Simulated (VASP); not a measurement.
# Cu3Te (Pm-3m) in VASP: further runs

The runs below take Cu3Te through single point, with PBE.

Everything below comes from runs of VASP 6.6.1. Logs are shortened: lines on timing, memory, paths and dates and some standing lists are left out, and cuts for length are marked.

### Step 1. The cell of the first run

Symmetry: Pm-3m, No. 221, cubic system. Conventional cell: a = 3.866 Å, b = 3.866 Å, c = 3.866 Å, α = 90.00°, β = 90.00°, γ = 90.00°. Within 3.6 Å of Te (site symmetry m-3m) lie 12 Cu at 2.73 Å. Cu (site symmetry 4/mmm) has 4 Te at 2.73 Å and 8 Cu at 2.73 Å within 3.6 Å.

### Step 2. Single point, PBE

Contents of INCAR:

```
PREC     = Accurate       # precision mode
ENCUT    = 520            # plane-wave cutoff, eV
EDIFF    = 1E-6           # SCF threshold, eV
ISMEAR   = -1             # smearing method
SIGMA    = 0.05           # smearing width, eV
LREAL    = False          # projectors in reciprocal space
LASPH    = True           # aspherical terms in the spheres
NELM     = 80             # most SCF steps
ALGO     = Fast           # electronic algorithm
ISIF     = 2              # what is computed and relaxed
LWAVE    = False          # write WAVECAR
LCHARG   = False          # write CHGCAR
GGA      = PE             # functional
NBANDS   = 28             # bands
```

Contents of KPOINTS:

```
regular mesh
0
Gamma
  7 7 7
```

Contents of POSCAR:

```
Cu3Te
1.0
    3.8660952710      0.0000000000      0.0000000000
    0.0000000000      3.8660952710      0.0000000000
    0.0000000000      0.0000000000      3.8660952710
Te Cu
1 3
Direct
    0.0000000000      0.0000000000      0.0000000000
    0.5000000000      0.5000000000      0.0000000000
    0.5000000000      0.0000000000      0.5000000000
    0.0000000000      0.5000000000      0.5000000000
```

Potentials or basis: VASP PAW PBE potentials, release 64 (Te, Cu).

The run is started by

```sh
cat potpaw_PBE.64/Te/POTCAR potpaw_PBE.64/Cu/POTCAR > POTCAR
mpirun -np 1 vasp_std > vasp.out
```

OUTCAR:

```text
PREC = Accurate
   ENCUT = 520
   EDIFF = 1E-6
   ISMEAR = -1
   LREAL = False
   LASPH = True
   NELM = 80
   ISIF = 2
   GGA = PE

 ion  position               nearest neighbor table
   1  0.000  0.000  0.000-   2 2.73   3 2.73   4 2.73   3 2.73   4 2.73   2 2.73   4 2.73   4 2.73
                             2 2.73   3 2.73   3 2.73   2 2.73
   2  0.500  0.500  0.000-   1 2.73   3 2.73   4 2.73   3 2.73   4 2.73   1 2.73   3 2.73   3 2.73
                             1 2.73   4 2.73   4 2.73   1 2.73
   3  0.500  0.000  0.500-   1 2.73   2 2.73   4 2.73   1 2.73   2 2.73   2 2.73   4 2.73   2 2.73
                             1 2.73   4 2.73   1 2.73   4 2.73
   4  0.000  0.500  0.500-   1 2.73   2 2.73   3 2.73   1 2.73   2 2.73   1 2.73   3 2.73   1 2.73
                             2 2.73   3 2.73   2 2.73   3 2.73

  LATTYP: Found a simple cubic cell.
 ALAT       =     3.8660952710

  Lattice vectors:

 A1 = (   3.8660952710,   0.0000000000,   0.0000000000)
 A2 = (   0.0000000000,   3.8660952710,   0.0000000000)
 A3 = (   0.0000000000,   0.0000000000,   3.8660952710)

Analysis of symmetry for initial positions (statically):
=====================================================================
 Subroutine PRICEL returns:
 Original cell was already a primitive cell.

 Routine SETGRP: Setting up the symmetry group for a
 simple cubic supercell.

 Subroutine GETGRP returns: Found 48 space group operations
 (whereof 48 operations were pure point group operations)
 out of a pool of 48 trial point group operations.

The static configuration has the point symmetry O_h .

Analysis of symmetry for dynamics (positions and initial velocities):
=====================================================================
 Subroutine PRICEL returns:
 Original cell was already a primitive cell.

 Routine SETGRP: Setting up the symmetry group for a
 simple cubic supercell.

 Subroutine GETGRP returns: Found 48 space group operations
 (whereof 48 operations were pure point group operations)
 out of a pool of 48 trial point group operations.

The dynamic configuration has the point symmetry O_h .

 Subroutine INISYM returns: Found 48 space group operations
 (whereof 48 operations are pure point group operations),
 and found     1 'primitive' translations

----------------------------------------------------------------------------------------

                                     Primitive cell

  volume of cell :      57.7853

  direct lattice vectors                    reciprocal lattice vectors
     3.866095271  0.000000000  0.000000000     0.258658913  0.000000000  0.000000000
     0.000000000  3.866095271  0.000000000     0.000000000  0.258658913  0.000000000
     0.000000000  0.000000000  3.866095271     0.000000000  0.000000000  0.258658913

  length of vectors
     3.866095271  3.866095271  3.866095271     0.258658913  0.258658913  0.258658913

  position of ions in fractional coordinates (direct lattice)
     0.000000000  0.000000000  0.000000000
     0.500000000  0.500000000  0.000000000
     0.500000000  0.000000000  0.500000000
     0.000000000  0.500000000  0.500000000

  ion indices of the primitive-cell ions
   primitive index   ion index
                 1           1
                 2           2
                 3           3
                 4           4

----------------------------------------------------------------------------------------

 KPOINTS: regular mesh

Automatic generation of k-mesh.
 Grid dimensions read from file:
 generate k-points for:    7    7    7

 Generating k-lattice:

  Cartesian coordinates                     Fractional coordinates (reciprocal lattice)
     0.036951273  0.000000000  0.000000000     0.142857143  0.000000000  0.000000000
     0.000000000  0.036951273  0.000000000     0.000000000  0.142857143  0.000000000
     0.000000000  0.000000000  0.036951273     0.000000000  0.000000000  0.142857143

  Length of vectors
     0.036951273  0.036951273  0.036951273

  Shift w.r.t. Gamma in fractional coordinates (k-lattice)
     0.000000000  0.000000000  0.000000000

 Subroutine IBZKPT returns following result:
 ===========================================

 Found     20 irreducible k-points:

 Following reciprocal coordinates:
            Coordinates               Weight
  0.000000  0.000000  0.000000      1.000000
  0.142857  0.000000  0.000000      6.000000
  0.285714  0.000000  0.000000      6.000000
  0.428571  0.000000  0.000000      6.000000
  0.142857  0.142857  0.000000     12.000000
  0.285714  0.142857  0.000000     24.000000
[... 12 lines left out ...]
  0.428571  0.428571  0.285714     24.000000
  0.428571  0.428571  0.428571      8.000000
   k-points           NKPTS =     20   k-points in BZ     NKDIM =     20   number of bands    NBANDS=     28
   number of dos      NEDOS =    301   number of ions     NIONS =      4
   total plane-waves  NPLWV =  27000
   dimension x,y,z NGX =    30 NGY =   30 NGZ =   30
   dimension x,y,z NGXF=    60 NGYF=   60 NGZF=   60
   ions per type =               1   3
   NGX,Y,Z   is equivalent  to a cutoff of  12.90, 12.90, 12.90 a.u.
   NGXF,Y,Z  is equivalent  to a cutoff of  25.80, 25.80, 25.80 a.u.
 SYSTEM =  unknown system
   PREC   = accura    normal or accurate (medium, high low for compatibility)
   ISTART =      0    job   : 0-new  1-cont  2-samecut
   ICHARG =      2    charge: 1-file 2-atom 10-const
   ISPIN  =      1    spin polarized calculation?
   LNONCOLLINEAR =      F non collinear calculations
   LSORBIT =      F    spin-orbit coupling
   LASPH  =      T    aspherical Exc in radial PAW
   ENCUT  =  520.0 eV  38.22 Ry    6.18 a.u.   7.19  7.19  7.19*2*pi/ulx,y,z
   NELM   =     80;   NELMIN=  2; NELMDL= -5     # of ELM steps
   EDIFF  = 0.1E-05   stopping-criterion for ELM
   LREAL  =      F    real-space projection
   EDIFFG = 0.1E-04   stopping-criterion for IOM
   NSW    =      0    number of steps for IOM
   IBRION =     -1    ionic relax: 0-MD 1-quasi-New 2-CG
   NFREE  =      0    steps in history (QN), initial steepest desc. (CG)
   ISIF   =      2    stress and relaxation
   ISYM   =      2    0-nonsym 1-usesym 2-fastsym
   POTIM  = 0.5000    time-step for ionic-motion
   TEBEG  =    0.0;   TEEND  =   0.0 temperature during run
   PSTRESS=    0.0 pullay stress
   NELECT =      39.0000    total number of electrons
   NUPDOWN=      -1.0000    fix difference up-down
   EMIN   =  10.00;   EMAX   =-10.00  energy-range for DOS
   EFERMI =   0.00;   METHOD = LEGACY
   ISMEAR =    -1;   SIGMA  =   0.05  broadening in eV -4-tet -1-fermi 0-gaus
   EFERMI_NEDOS =   21; number of points for ismear=-14 and -15
   IALGO  =     68    algorithm
   IMIX   =      4    mixing-type and parameters
     AMIX     =   0.40;   BMIX     =  1.00
     AMIX_MAG =   1.60;   BMIX_MAG =  1.00
  volume/ion in A,a.u.               =      14.45        97.49
  Fermi-wavevector in a.u.,A,eV,Ry     =   1.436009  2.713663 28.056869  2.062122
  Thomas-Fermi vector in A             =   2.555245
   LORBIT       =      0    0 simple, 1 ext, 2 COOP (PROOUT), +10 PAW based schemes
   GGA     = PE    functional components
   LHFCALC =     F    Hartree Fock is set to
   AEXX    =    0.0000 exact exchange contribution
   IVDW    =     0    specifies the selected vdW correction
   LEPSILON=     F    determine dielectric tensor
   LRPA    =     F    only Hartree local field effects (RPA)
 non-spin polarized calculation
 RMM-DIIS sequential band-by-band and
  energy-cutoff  :      520.00
  volume of cell :       57.79
 maximum number of plane-waves:      1571
 NGX is ok and might be reduce to    30
   NGX = 15   NGY = 15   NGZ = 15

 number of electron      38.9999916 magnetization

 Free energy of the ion-electron system (eV)
  ---------------------------------------------------
  ext. energy  EPLUGINS =         0.00000000
  ---------------------------------------------------
  free energy    TOTEN  =       -13.64083425 eV

  energy without entropy =      -13.62968932  energy(sigma->0) =      -13.63526179

 E-fermi :   9.9481     XC(G=0): -12.1192

 val. band max:        9.9311793061   @ k =   0.4286   0.2857   0.0000
 cond. band min:       9.9740876264   @ k =   0.2857   0.2857   0.0000
 fundamental gap:      0.0429083203
 Fermi energy:         9.9481002578

 k-point     1 :       0.0000    0.0000    0.0000
  band No.  band energies     occupation
      1      -4.6912      2.00000
      2       4.3217      2.00000
      3       5.1035      2.00000
      4       5.1035      2.00000
      5       5.4553      2.00000
      6       5.4553      2.00000
[... 20 lines left out ...]
     27      18.3722      0.00000
     28      18.3722      0.00000

 k-point     2 :       0.1429    0.0000    0.0000
  band No.  band energies     occupation
      1      -4.5418      2.00000
      2       3.7917      2.00000
      3       4.6948      2.00000
      4       5.2123      2.00000
      5       5.2123      2.00000
      6       5.2124      2.00000
[... 20 lines left out ...]
     27      17.9375      0.00000
     28      17.9375      0.00000

 k-point     3 :       0.2857    0.0000    0.0000
  band No.  band energies     occupation
      1      -4.1481      2.00000
      2       2.2224      2.00000
      3       4.8680      2.00000
      4       4.8680      2.00000
      5       4.8983      2.00000
      6       5.4994      2.00000
[... 20 lines left out ...]
     27      18.4122      0.00000
     28      18.4122      0.00000

 k-point     4 :       0.4286    0.0000    0.0000
  band No.  band energies     occupation
      1      -3.7387      2.00000
      2       1.1094      2.00000
      3       4.6744      2.00000
      4       4.6744      2.00000
      5       5.1656      2.00000
      6       5.6741      2.00000
[... 454 lines left out ...]
     27      20.7453      0.00000
     28      21.1926      0.00000

 k-point    19 :       0.4286    0.4286    0.2857
  band No.  band energies     occupation
      1      -2.7047      2.00000
      2       2.7737      2.00000
      3       2.9847      2.00000
      4       4.0534      2.00000
      5       5.0971      2.00000
      6       5.5299      2.00000
[... 20 lines left out ...]
     27      21.5958      0.00000
     28      21.5960      0.00000

 k-point    20 :       0.4286    0.4286    0.4286
  band No.  band energies     occupation
      1      -2.5241      2.00000
      2       3.3031      2.00000
      3       3.6633      2.00000
      4       3.6633      2.00000
      5       5.0420      2.00000
      6       5.0420      2.00000
[... 20 lines left out ...]
     27      23.6522      0.00000
     28      23.6534      0.00000

------------------------ aborting loop because EDIFF is reached ----------------------------------------

  FORCE on cell =-STRESS in cart. coord.  units (eV):
  Direction    XX          YY          ZZ          XY          YZ          ZX
  --------------------------------------------------------------------------------------
  -------------------------------------------------------------------------------------
  Total        3.1655895      3.1655895      3.1655895      0.0000000     -0.0000000      0.0000000
  in kB       87.7702880     87.7702880     87.7702880      0.0000000     -0.0000000      0.0000000
  external PRESSURE =      87.7702880 kB  Pullay stress =       0.0000000 kB

 VOLUME and BASIS-vectors are now :
 -----------------------------------------------------------------------------
  energy-cutoff  :      520.00
  volume of cell :       57.79
      direct lattice vectors                 reciprocal lattice vectors
     3.866095271  0.000000000  0.000000000     0.258658913  0.000000000  0.000000000
     0.000000000  3.866095271  0.000000000     0.000000000  0.258658913  0.000000000
     0.000000000  0.000000000  3.866095271     0.000000000  0.000000000  0.258658913

 POSITION                                       TOTAL-FORCE (eV/Angst)
 -----------------------------------------------------------------------------------
      0.00000      0.00000      0.00000         0.000000      0.000000      0.000000
      1.93305      1.93305      0.00000         0.000000      0.000000      0.000000
      1.93305      0.00000      1.93305         0.000000      0.000000      0.000000
      0.00000      1.93305      1.93305         0.000000      0.000000      0.000000
 -----------------------------------------------------------------------------------
    total drift:                                0.000000      0.000000     -0.000000

  FREE ENERGIE OF THE ION-ELECTRON SYSTEM (eV)
  ---------------------------------------------------
  free  energy   TOTEN  =       -13.6408342547 eV

  energy  without entropy=      -13.6296893206  energy(sigma->0) =      -13.63526179
```

It took 70 s on 1 thread of Intel Xeon Platinum 8259CL at 2.50GHz (Skylake/Cascade Lake), shared host; peak memory 0.17 GiB.

What came out:

```
Free energy : -13.6408 eV
Pressure    : 8.8 GPa
```

Caveat: spin-orbit coupling is left out, which moves the levels of the heavy elements.

### Step 3. Single point, PBE

This run uses another cell than the first one, of 14.75 Å³/atom, 1.021 times its volume.

Contents of INCAR:

```
ALGO     = Normal         # electronic algorithm
EDIFF    = 1E-6           # SCF threshold, eV
ENCUT    = 520            # plane-wave cutoff, eV
GGA      = PE             # functional
ISIF     = 2              # what is computed and relaxed
ISMEAR   = -1             # smearing method
LASPH    = T              # aspherical terms in the spheres
LCHARG   = T              # write CHGCAR
LELF     = T              # ELF
LREAL    = F              # projectors in reciprocal space
LVHAR    = T            
LWAVE    = F              # write WAVECAR
NBANDS   = 28             # bands
NELM     = 100            # most SCF steps
PREC     = Accurate       # precision mode
SIGMA    = 0.05           # smearing width, eV
```

Contents of KPOINTS:

```
k-points
0
Gamma
  7 7 7
```

Contents of POSCAR:

```
Cu3Te
1.0
    3.8933221911      0.0000000000      0.0000000000
    0.0000000000      3.8933221911      0.0000000000
    0.0000000000      0.0000000000      3.8933221911
Te Cu
1 3
Direct
    0.0000000000      0.0000000000      0.0000000000
    0.5000000000      0.5000000000      0.0000000000
    0.5000000000      0.0000000000      0.5000000000
    0.0000000000      0.5000000000      0.5000000000
```

Potentials or basis: VASP PAW PBE potentials, release 64 (Te, Cu).

The run is started by

```sh
cat potpaw_PBE.64/Te/POTCAR potpaw_PBE.64/Cu/POTCAR > POTCAR
mpirun -np 1 vasp_std > vasp.out
```

Wall time 39 s (1 thread of Intel Xeon Platinum 8259CL at 2.50GHz (Skylake/Cascade Lake), shared host); peak memory 0.17 GiB.

Results (log left out):

```yaml
Free_energy: -13.6966 eV
Pressure: 5.9 GPa
```

Levels at points of the mesh, in eV from the Fermi level:
| k point | band 17 | band 18 | band 19 | band 20 | band 21 | band 22 | band 23 | band 24 |
| --- | --- | --- | --- | --- | --- | --- | --- | --- |
| (0.00, 0.00, 0.00) | -2.44 | -2.44 | -2.44 | -1.23 | 2.57 | 2.57 | 6.05 | 6.05 |

Caveat: spin-orbit coupling is left out, which moves the levels of the heavy elements.

### Step 4. Single point, PBE

This run uses another cell than the first one, of 15.06 Å³/atom, 1.043 times its volume.

Contents of INCAR:

```
SYSTEM = Cu3Te
PREC = Accurate ; ENCUT = 520
EDIFF = 1E-6 ; ISMEAR = -1
SIGMA = 0.05 ; LREAL = .False.
LASPH = .True. ; NELM = 80
ALGO = Normal ; ISIF = 2
LWAVE = .False. ; LCHARG = .True.
GGA = PE ; LELF = .True.
LVHAR = .True. ; NBANDS = 28
```

Contents of KPOINTS:

```
regular mesh
0
Gamma
  7 7 7
  0 0 0
```

Contents of POSCAR:

```
Cu3Te
1.0
    3.9201735375      0.0000000000      0.0000000000
    0.0000000000      3.9201735375      0.0000000000
    0.0000000000      0.0000000000      3.9201735375
Te Cu
1 3
Direct
    0.0000000000      0.0000000000      0.0000000000
    0.5000000000      0.5000000000      0.0000000000
    0.5000000000      0.0000000000      0.5000000000
    0.0000000000      0.5000000000      0.5000000000
```

The run is started by

```sh
cat potpaw_PBE.64/Te/POTCAR potpaw_PBE.64/Cu/POTCAR > POTCAR
mpirun -np 1 vasp_std > vasp.out
```

It took 58 s on 1 thread of Intel Xeon Platinum 8259CL at 2.50GHz (Skylake/Cascade Lake), shared host; peak memory 0.18 GiB.

Results (log left out):

* Free energy: -13.7325 eV
* Pressure: 3.4 GPa

Levels at points of the mesh, in eV from the Fermi level:
| k point | band 17 | band 18 | band 19 | band 20 | band 21 | band 22 | band 23 | band 24 |
| --- | --- | --- | --- | --- | --- | --- | --- | --- |
| (0.00, 0.00, 0.00) | -2.37 | -2.37 | -2.37 | -1.28 | 2.55 | 2.55 | 5.99 | 5.99 |

Caveat: spin-orbit coupling is left out, which moves the levels of the heavy elements.

### Step 5. Summary

```csv
cell,gap on the mesh (eV),pressure (GPa)
"a = 3.866 Å, 4 atoms",none,8.8
"a = 3.893 Å, 4 atoms",none,5.9
"a = 3.920 Å, 4 atoms",none,3.4
```

Alike in all rows: task single point; level PBE; potentials or basis VASP PAW PBE potentials, release 64 (Te, Cu); no spin polarisation; k mesh 7 × 7 × 7; cutoff (eV) 520; smearing fermi-dirac 0.05 eV.

Caveats: spin-orbit coupling is left out, which moves the levels of the heavy elements.

Absolute energies hang on the potentials; compare differences alone.
